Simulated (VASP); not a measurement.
# Al3Cu (Pm-3m) in VASP: single point with LDA

Aim: the single point of Al3Cu with LDA.

Everything below comes from runs of VASP 6.6.1. Logs are shortened: lines on timing, memory, paths and dates and some standing lists are left out, and cuts for length are marked.

**1. The cell of the first run**

It takes space group Pm-3m (No. 221, cubic). Conventional cell: a = 3.924 Å, b = 3.924 Å, c = 3.924 Å, α = 90.00°, β = 90.00°, γ = 90.00°. Al (site symmetry 4/mmm) has 8 Al at 2.77 Å and 4 Cu at 2.77 Å within 3.7 Å. Within 3.7 Å of Cu (site symmetry m-3m) lie 12 Al at 2.77 Å.

**2. Single point, LDA**

Contents of INCAR:

```
SYSTEM = Al3Cu
ALGO = Normal
EDIFF = 1E-7
ENCUT = 520
ISIF = 2
ISMEAR = -1
LASPH = .True.
LCHARG = .False.
LREAL = .False.
LWAVE = .False.
NBANDS = 18
NELM = 60
PREC = Accurate
SIGMA = 0.05
```

Contents of KPOINTS:

```
k-points
0
Gamma
  6 6 6
  0 0 0
```

Contents of POSCAR:

```
Al3Cu
1.0
    3.9241510000      0.0000000000      0.0000000000
    0.0000000000      3.9241510000      0.0000000000
    0.0000000000      0.0000000000      3.9241510000
Al Cu
3 1
Direct
    0.0000000000      0.5000000000      0.5000000000
    0.5000000000      0.0000000000      0.5000000000
    0.5000000000      0.5000000000      0.0000000000
    0.0000000000      0.0000000000      0.0000000000
```

Potentials or basis: VASP PAW LDA potentials, release 64 (Al, Cu).

Launch:

```
cat potpaw_LDA.64/Al/POTCAR potpaw_LDA.64/Cu/POTCAR > POTCAR
mpirun -np 1 vasp_std > vasp.out
```

OUTCAR:

```text
SYSTEM = Al3Cu
   EDIFF = 1E-7
   ENCUT = 520
   ISIF = 2
   ISMEAR = -1
   LASPH = .True.
   LREAL = .False.
   NELM = 60
   PREC = Accurate

 ion  position               nearest neighbor table
   1  0.000  0.500  0.500-   2 2.77   3 2.77   4 2.77   3 2.77   4 2.77   2 2.77   4 2.77   4 2.77
                             2 2.77   3 2.77   3 2.77   2 2.77
   2  0.500  0.000  0.500-   1 2.77   3 2.77   4 2.77   3 2.77   4 2.77   1 2.77   3 2.77   3 2.77
                             1 2.77   4 2.77   4 2.77   1 2.77
   3  0.500  0.500  0.000-   1 2.77   2 2.77   4 2.77   1 2.77   2 2.77   2 2.77   4 2.77   2 2.77
                             1 2.77   4 2.77   1 2.77   4 2.77
   4  0.000  0.000  0.000-   1 2.77   2 2.77   3 2.77   1 2.77   2 2.77   1 2.77   3 2.77   1 2.77
                             2 2.77   3 2.77   2 2.77   3 2.77

  LATTYP: Found a simple cubic cell.
 ALAT       =     3.9241510000

  Lattice vectors:

 A1 = (   3.9241510000,   0.0000000000,   0.0000000000)
 A2 = (   0.0000000000,   3.9241510000,   0.0000000000)
 A3 = (   0.0000000000,   0.0000000000,   3.9241510000)

Analysis of symmetry for initial positions (statically):
=====================================================================
 Subroutine PRICEL returns:
 Original cell was already a primitive cell.

 Routine SETGRP: Setting up the symmetry group for a
 simple cubic supercell.

 Subroutine GETGRP returns: Found 48 space group operations
 (whereof 48 operations were pure point group operations)
 out of a pool of 48 trial point group operations.

The static configuration has the point symmetry O_h .

Analysis of symmetry for dynamics (positions and initial velocities):
=====================================================================
 Subroutine PRICEL returns:
 Original cell was already a primitive cell.

 Routine SETGRP: Setting up the symmetry group for a
 simple cubic supercell.

 Subroutine GETGRP returns: Found 48 space group operations
 (whereof 48 operations were pure point group operations)
 out of a pool of 48 trial point group operations.

The dynamic configuration has the point symmetry O_h .

 Subroutine INISYM returns: Found 48 space group operations
 (whereof 48 operations are pure point group operations),
 and found     1 'primitive' translations

----------------------------------------------------------------------------------------

                                     Primitive cell

  volume of cell :      60.4278

  direct lattice vectors                    reciprocal lattice vectors
     3.924151000  0.000000000  0.000000000     0.254832192  0.000000000  0.000000000
     0.000000000  3.924151000  0.000000000     0.000000000  0.254832192  0.000000000
     0.000000000  0.000000000  3.924151000     0.000000000  0.000000000  0.254832192

  length of vectors
     3.924151000  3.924151000  3.924151000     0.254832192  0.254832192  0.254832192

  position of ions in fractional coordinates (direct lattice)
     0.000000000  0.500000000  0.500000000
     0.500000000  0.000000000  0.500000000
     0.500000000  0.500000000  0.000000000
     0.000000000  0.000000000  0.000000000

  ion indices of the primitive-cell ions
   primitive index   ion index
                 1           1
                 2           2
                 3           3
                 4           4

----------------------------------------------------------------------------------------

 KPOINTS: k-points

Automatic generation of k-mesh.
 Grid dimensions read from file:
 generate k-points for:    6    6    6

 Generating k-lattice:

  Cartesian coordinates                     Fractional coordinates (reciprocal lattice)
     0.042472032  0.000000000  0.000000000     0.166666667  0.000000000  0.000000000
     0.000000000  0.042472032  0.000000000     0.000000000  0.166666667  0.000000000
     0.000000000  0.000000000  0.042472032     0.000000000  0.000000000  0.166666667

  Length of vectors
     0.042472032  0.042472032  0.042472032

  Shift w.r.t. Gamma in fractional coordinates (k-lattice)
     0.000000000  0.000000000  0.000000000

 Subroutine IBZKPT returns following result:
 ===========================================

 Found     20 irreducible k-points:

 Following reciprocal coordinates:
            Coordinates               Weight
  0.000000  0.000000  0.000000      1.000000
  0.166667  0.000000  0.000000      6.000000
  0.333333  0.000000  0.000000      6.000000
  0.500000  0.000000  0.000000      3.000000
  0.166667  0.166667  0.000000     12.000000
  0.333333  0.166667  0.000000     24.000000
[... 12 lines left out ...]
  0.500000  0.500000  0.333333      6.000000
  0.500000  0.500000  0.500000      1.000000
   k-points           NKPTS =     20   k-points in BZ     NKDIM =     20   number of bands    NBANDS=     18
   number of dos      NEDOS =    301   number of ions     NIONS =      4
   total plane-waves  NPLWV =  27000
   dimension x,y,z NGX =    30 NGY =   30 NGZ =   30
   dimension x,y,z NGXF=    60 NGYF=   60 NGZF=   60
   ions per type =               3   1
   NGX,Y,Z   is equivalent  to a cutoff of  12.71, 12.71, 12.71 a.u.
   NGXF,Y,Z  is equivalent  to a cutoff of  25.42, 25.42, 25.42 a.u.
 SYSTEM =  Al3Cu
   PREC   = accura    normal or accurate (medium, high low for compatibility)
   ISTART =      0    job   : 0-new  1-cont  2-samecut
   ICHARG =      2    charge: 1-file 2-atom 10-const
   ISPIN  =      1    spin polarized calculation?
   LNONCOLLINEAR =      F non collinear calculations
   LSORBIT =      F    spin-orbit coupling
   LASPH  =      T    aspherical Exc in radial PAW
   ENCUT  =  520.0 eV  38.22 Ry    6.18 a.u.   7.30  7.30  7.30*2*pi/ulx,y,z
   NELM   =     60;   NELMIN=  2; NELMDL= -5     # of ELM steps
   EDIFF  = 0.1E-06   stopping-criterion for ELM
   LREAL  =      F    real-space projection
   EDIFFG = 0.1E-05   stopping-criterion for IOM
   NSW    =      0    number of steps for IOM
   IBRION =     -1    ionic relax: 0-MD 1-quasi-New 2-CG
   NFREE  =      0    steps in history (QN), initial steepest desc. (CG)
   ISIF   =      2    stress and relaxation
   ISYM   =      2    0-nonsym 1-usesym 2-fastsym
   POTIM  = 0.5000    time-step for ionic-motion
   TEBEG  =    0.0;   TEEND  =   0.0 temperature during run
   PSTRESS=    0.0 pullay stress
   NELECT =      20.0000    total number of electrons
   NUPDOWN=      -1.0000    fix difference up-down
   EMIN   =  10.00;   EMAX   =-10.00  energy-range for DOS
   EFERMI =   0.00;   METHOD = LEGACY
   ISMEAR =    -1;   SIGMA  =   0.05  broadening in eV -4-tet -1-fermi 0-gaus
   EFERMI_NEDOS =   21; number of points for ismear=-14 and -15
   IALGO  =     38    algorithm
   IMIX   =      4    mixing-type and parameters
     AMIX     =   0.40;   BMIX     =  1.00
     AMIX_MAG =   1.60;   BMIX_MAG =  1.00
  volume/ion in A,a.u.               =      15.11       101.95
  Fermi-wavevector in a.u.,A,eV,Ry     =   1.132415  2.139955 17.447632  1.282365
  Thomas-Fermi vector in A             =   2.269116
   LORBIT       =      0    0 simple, 1 ext, 2 COOP (PROOUT), +10 PAW based schemes
   GGA     = CA    functional components
   LHFCALC =     F    Hartree Fock is set to
   AEXX    =    0.0000 exact exchange contribution
   IVDW    =     0    specifies the selected vdW correction
   LEPSILON=     F    determine dielectric tensor
   LRPA    =     F    only Hartree local field effects (RPA)
 non-spin polarized calculation
  energy-cutoff  :      520.00
  volume of cell :       60.43
 maximum number of plane-waves:      1647
 NGX is ok and might be reduce to    30
   NGX = 15   NGY = 15   NGZ = 15

 number of electron      20.0000021 magnetization

 Free energy of the ion-electron system (eV)
  ---------------------------------------------------
  ext. energy  EPLUGINS =         0.00000000
  ---------------------------------------------------
  free energy    TOTEN  =       -17.32536149 eV

  energy without entropy =      -17.31088456  energy(sigma->0) =      -17.31812302

 E-fermi :   8.0718     XC(G=0): -10.9410

 val. band max:        8.0273975769   @ k =   0.3333   0.1667   0.0000
 cond. band min:       8.2514846636   @ k =   0.3333   0.1667   0.1667
 fundamental gap:      0.2240870867
 Fermi energy:         8.0718409532

 k-point     1 :       0.0000    0.0000    0.0000
  band No.  band energies     occupation
      1      -3.0691      2.00000
      2       3.7120      2.00000
      3       3.7120      2.00000
      4       4.4061      2.00000
      5       4.4061      2.00000
      6       4.4061      2.00000
[... 10 lines left out ...]
     17      15.0131      0.00000
     18      15.0131      0.00000

 k-point     2 :       0.1667    0.0000    0.0000
  band No.  band energies     occupation
      1      -2.8021      2.00000
      2       3.0391      2.00000
      3       3.7685      2.00000
      4       4.2727      2.00000
      5       4.2727      2.00000
      6       4.4139      2.00000
[... 10 lines left out ...]
     17      15.0807      0.00000
     18      15.1308      0.00000

 k-point     3 :       0.3333    0.0000    0.0000
  band No.  band energies     occupation
      1      -2.0108      2.00000
      2       1.1098      2.00000
      3       3.8842      2.00000
      4       4.0945      2.00000
      5       4.0945      2.00000
      6       4.4297      2.00000
[... 10 lines left out ...]
     17      15.5923      0.00000
     18      15.8574      0.00000

 k-point     4 :       0.5000    0.0000    0.0000
  band No.  band energies     occupation
      1      -0.9301      2.00000
      2      -0.4270      2.00000
      3       3.9435      2.00000
      4       4.0268      2.00000
      5       4.0268      2.00000
      6       4.4376      2.00000
[... 291 lines left out ...]
      4       3.7318      2.00000
      5       3.9683      2.00000
      6       3.9692      2.00000
[... 10 lines left out ...]
     17      18.0318      0.00000
     18      18.4524      0.00000

 k-point    19 :       0.5000    0.5000    0.3333
  band No.  band energies     occupation
      1       1.8027      2.00000
      2       2.3589      2.00000
      3       2.3589      2.00000
      4       3.2267      2.00000
      5       4.1447      2.00000
      6       4.1447      2.00000
[... 10 lines left out ...]
     17      19.0532      0.00000
     18      19.8689      0.00000

 k-point    20 :       0.5000    0.5000    0.5000
  band No.  band energies     occupation
      1       2.7172      2.00000
      2       2.7172      2.00000
      3       2.7172      2.00000
      4       3.1434      2.00000
      5       4.1210      2.00000
      6       4.1210      2.00000
[... 10 lines left out ...]
     17      20.2315      0.00000
     18      20.2322      0.00000

------------------------ aborting loop because EDIFF is reached ----------------------------------------

  FORCE on cell =-STRESS in cart. coord.  units (eV):
  Direction    XX          YY          ZZ          XY          YZ          ZX
  --------------------------------------------------------------------------------------
  -------------------------------------------------------------------------------------
  Total       -1.8949248     -1.8949248     -1.8949248     -0.0000000     -0.0000000     -0.0000000
  in kB      -50.2418272    -50.2418272    -50.2418272     -0.0000000     -0.0000000     -0.0000000
  external PRESSURE =     -50.2418272 kB  Pullay stress =       0.0000000 kB

 VOLUME and BASIS-vectors are now :
 -----------------------------------------------------------------------------
  energy-cutoff  :      520.00
  volume of cell :       60.43
      direct lattice vectors                 reciprocal lattice vectors
     3.924151000  0.000000000  0.000000000     0.254832192  0.000000000  0.000000000
     0.000000000  3.924151000  0.000000000     0.000000000  0.254832192  0.000000000
     0.000000000  0.000000000  3.924151000     0.000000000  0.000000000  0.254832192

 POSITION                                       TOTAL-FORCE (eV/Angst)
 -----------------------------------------------------------------------------------
      0.00000      1.96208      1.96208         0.000000      0.000000      0.000000
      1.96208      0.00000      1.96208         0.000000      0.000000      0.000000
      1.96208      1.96208      0.00000         0.000000      0.000000      0.000000
      0.00000      0.00000      0.00000         0.000000      0.000000      0.000000
 -----------------------------------------------------------------------------------
    total drift:                               -0.000000     -0.000000      0.000000

  FREE ENERGIE OF THE ION-ELECTRON SYSTEM (eV)
  ---------------------------------------------------
  free  energy   TOTEN  =       -17.3253614912 eV

  energy  without entropy=      -17.3108845554  energy(sigma->0) =      -17.31812302
```

It took 18 s on 1 thread of AMD EPYC 7R43 (Zen 3), shared host; peak memory 0.12 GiB.

What came out:

```
Free energy            : -17.3254 eV
Pressure               : -5.0 GPa
Band gap on the k mesh : zero (band 10 reaches 10.26 eV, above the bottom of band 11 at 6.05 eV)
```
